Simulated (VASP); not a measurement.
Here is a VASP 6.6.1 calculation.

Contents of INCAR:

```
SYSTEM = Na
PREC = Accurate
ENCUT = 520
EDIFF = 1E-6
ISMEAR = -1
SIGMA = 0.05
LREAL = .FALSE.
LASPH = .TRUE.
NELM = 80
ALGO = Normal
ISIF = 2
LWAVE = .FALSE.
LCHARG = .FALSE.
GGA = PS
NBANDS = 10
```

Contents of KPOINTS:

```
regular mesh
0
G
  12 12 12
  0 0 0
```

POSCAR

```
Na
1.0
   -2.0751500000      2.0751500000      2.1175000000
    2.0751500000     -2.0751500000      2.1175000000
    2.0751500000      2.0751500000     -2.1175000000
Na
1
Direct
    0.0000000000      0.0000000000      0.0000000000
```

Potentials or basis: VASP PAW PBE potentials, release 64 (Na_pv).

Launch:

```bash
$ cat potpaw_PBE.64/Na_pv/POTCAR > POTCAR
$ mpirun -np 1 vasp_std > vasp.out
```

Problem. What does it give for the pressure?

Solution. -0.1 GPa.

Caveat: the cell differs from its parent crystal (equal xx and yy strain of -2 %); the PAW data sets were made with another functional, which shifts forces and pressure a little.
